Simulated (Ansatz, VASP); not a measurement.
**Two plane-wave programs on Zr3S5**

```
CELL_PARAMETERS angstrom
3.62739 0.00000 0.00000
0.00000 8.60566 0.00000
0.00000 0.00000 25.73360
ATOMIC_POSITIONS crystal
Zr 0.50000 0.73349 0.29145
Zr 0.00000 0.46698 0.37487
Zr 0.50000 0.20048 0.45829
Zr 0.00000 0.93397 0.54171
Zr 0.50000 0.66746 0.62513
Zr 0.00000 0.40095 0.70855
S 0.00000 0.93771 0.30486
S 0.50000 0.26276 0.36145
S 0.50000 0.67120 0.38829
S 0.00000 0.99626 0.44487
S 0.00000 0.40470 0.47171
S 0.50000 0.72975 0.52829
S 0.50000 0.13819 0.55513
S 0.00000 0.46324 0.61171
S 0.00000 0.87168 0.63855
S 0.50000 0.19673 0.69514
```

Alike in both runs: task single point; functional PBEsol; k mesh 7 × 3 × 1; occupations gaussian, width 0.05 eV; no spin polarisation.

|  | VASP | Ansatz |
| --- | --- | --- |
| version | VASP 6.6.1 | Ansatz 0.2.0 |
| potentials or method | VASP PAW PBE potentials, release 64 (Zr_sv, S), cutoff 400 eV | scalar-relativistic, plane waves, PAW |
| valence electrons in the cell | 132 | 132 |

Ansatz gave:

| Quantity | Value |
| --- | --- |
| gap on the k mesh at the Fermi level (eV) | none |
| rms of the force components (eV/Å) | 0.872 |

Question: What did VASP give for the same quantities?

Answer: gap on the k mesh at the Fermi level (eV): none; rms of the force components (eV/Å): 0.868.

VASP's potentials were made for PBE, not for PBEsol. A gap of «none» marks a metal or a gap that the smearing closes.
